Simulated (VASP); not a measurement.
TaN: relaxation of cell and atoms with PBE

Crystal: TaN.

```
Ta N
1.0
     3.12987    0.00000    0.00000
    -1.56494    2.71055    0.00000
     0.00000    0.00000    5.07909
Ta N
2 2
Direct
  0.00000 0.00000 0.00000
  0.33333 0.66667 0.50000
  0.66667 0.33333 0.25000
  0.66667 0.33333 0.75000
```

| Property | Result |
| --- | --- |
| Program | VASP 6.6.1 |
| Task | relaxation of cell and atoms |
| Functional | PBE |
| Potentials or basis | VASP PAW PBE potentials, release 64 (Ta_pv, N) |
| Cutoff | 600 eV |
| k mesh | 12 × 12 × 9 |
| Occupations | gaussian, width 0.1 eV |
| Spin | no spin polarisation |
| Dipole correction | no |
| Further INCAR settings | ALGO = Normal; EDIFF = 1e-06; IBRION = 2; EDIFFG = -0.01; NSW = 65; ISIF = 3 |

The relaxed volume is 10.76 Å³/atom, the relaxed cell is a = 2.969 Å, b = 2.969 Å, c = 5.638 Å, α = 90.00°, β = 90.00°, γ = 120.00° and the space group after relaxing (to 0.1 Å) is P6_3/mmc (No. 194). The energy gained by relaxing is 227.3 meV/atom and the ionic steps are 8. The pressure after relaxing is 0.0 GPa and the band gap on the k mesh is zero (bands 16 and 17 overlap by 1.24 eV).

The path:
```
step  energy change (eV)  largest force (eV/Å)  pressure (GPa)  volume (Å³)
   1              0.0000                0.0000            1.39        43.09
   2             -0.8869                0.0000           -0.96        43.20
   3             -0.9081                0.0000           -1.57        43.24
   4             -0.9077                0.0000           -1.64        43.24
   5             -0.9036                0.0000            3.78        42.56
   6             -0.9089                0.0000            0.06        43.02
   7             -0.9091                0.0000           -0.01        43.04
   8             -0.9091                0.0000            0.01        43.03
```

Final structure:
```cif
data_structure
_symmetry_space_group_name_H-M 'P 1'
_symmetry_Int_Tables_number 1
_cell_length_a 2.9687
_cell_length_b 2.9687
_cell_length_c 5.6381
_cell_angle_alpha 90.000
_cell_angle_beta 90.000
_cell_angle_gamma 120.000
_cell_volume 43.03
loop_
_atom_site_label
_atom_site_type_symbol
_atom_site_fract_x
_atom_site_fract_y
_atom_site_fract_z
_atom_site_occupancy
Ta1 Ta 0.00000 0.00000 0.00000 1
Ta2 Ta 0.33333 0.66667 0.50000 1
N1 N 0.66667 0.33333 0.25000 1
N2 N 0.66667 0.33333 0.75000 1
```

Levels at points of the mesh, in eV from the Fermi level:
```tsv
k point	band 13	band 14	band 15	band 16	band 17	band 18	band 19	band 20
(0.00, 0.00, 0.00)	-4.25	-3.29	-3.27	-0.90	-0.90	0.64	0.74	0.74
(0.50, 0.00, 0.00)	-4.24	-4.17	-3.89	0.34	1.51	2.29	3.21	3.94
```

It took 4.5 min on 1 thread of Intel(R) Xeon(R) Platinum 8488C (Sapphire Rapids) (shared host), peak memory 0.24 GiB.

Caveat: spin-orbit coupling is left out, which moves the levels of the heavy elements.
